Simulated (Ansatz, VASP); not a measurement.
**PbO: VASP beside Ansatz**

The input INCAR:

```
PREC = Accurate ; ENCUT = 520
EDIFF = 1E-6 ; ISMEAR = -1
SIGMA = 0.03 ; LREAL = F
LASPH = T ; NELM = 100
ALGO = Normal ; ISIF = 2
LWAVE = F ; LCHARG = F
NBANDS = 28
```

Contents of KPOINTS:

```
Automatic mesh
0
Gamma
  7 7 6
```

The input POSCAR:

```
PbO
1.0
    3.9744000000      0.0198720000      0.0198720000
    0.0198720000      3.9744000000      0.0198720000
    0.0251100000      0.0251100000      5.0220000000
Pb O
2 2
Direct
    0.0000000000      0.5000000000      0.2351000000
    0.5000000000      0.0000000000      0.7649000000
    0.0000000000      0.0000000000      0.0000000000
    0.5000000000      0.5000000000      0.0000000000
```

Input for Ansatz:

```yaml
crystal:
  lattice:
    - [3.9744, 0.019872, 0.019872]
    - [0.019872, 3.9744, 0.019872]
    - [0.02511, 0.02511, 5.022]
  atoms:
    - { symbol: Pb, position: [0.0, 0.5, 0.2351] }
    - { symbol: Pb, position: [0.5, 0.0, 0.7649] }
    - { symbol: O, position: [0.0, 0.0, 0.0] }
    - { symbol: O, position: [0.5, 0.5, 0.0] }
kpoints:
  mp_grid: { grid: [7, 7, 6] }
  band_path:
    path:
      - [0.0, 0.0, 0.0]
      - [0.4950862661, -0.4950862661, 0.0]
      - [-0.4950862661, -0.5049137339, 0.0]
      - [-0.5, -0.5, 0.0]
      - [0.0, 0.0, 0.0]
      - [-0.5, -0.5, -0.5]
      - [-0.4911975476, -0.5088024524, -0.5]
      - [0.4911975476, -0.4911975476, -0.5]
      - [0.0, 0.0, -0.5]
    npoints: 5
scf:
  occupations: { method: fermi_dirac, width: 0.03 }
hamiltonian:
  xc: lda
  pseudopotentials: { kind: all_electron, lapw: { basis_error: 0.001 } }
output:
  forces: true
  stress: true
  eigenvalues: true
```

Change from the starting cell: equal xy, yz and zx shear strains of +1 %.

Alike in both runs: task single point; functional LDA; k mesh 7 × 7 × 6; occupations fermi-dirac, width 0.03 eV; no spin polarisation.

```csv
,VASP,Ansatz
version,VASP 6.6.1,Ansatz 0.2.0
potentials or method,"VASP PAW LDA potentials, release 64 (Pb_d, O), cutoff 520 eV","all-electron LAPW, scalar-relativistic"
```

```tsv
	VASP	Ansatz	Ansatz less VASP
gap on the k mesh at the Fermi level (eV)	1.43	1.45	+0.021
pressure (GPa)	-1.6	-1.8	-0.19
traceless stress, the component that is largest in VASP (GPa)	-0.59	-0.59	0.000
rms of the force components (eV/Å)	0.056	0.076	+0.0206
```

LDA's correlation is that of Perdew and Zunger in VASP and of Perdew and Wang (1992) in Ansatz. Atom by atom the forces differ by 0.028 eV/Å (rms over components). Ansatz ran all-electron here, and VASP with PAW potentials.

Neither program's run includes spin-orbit coupling.
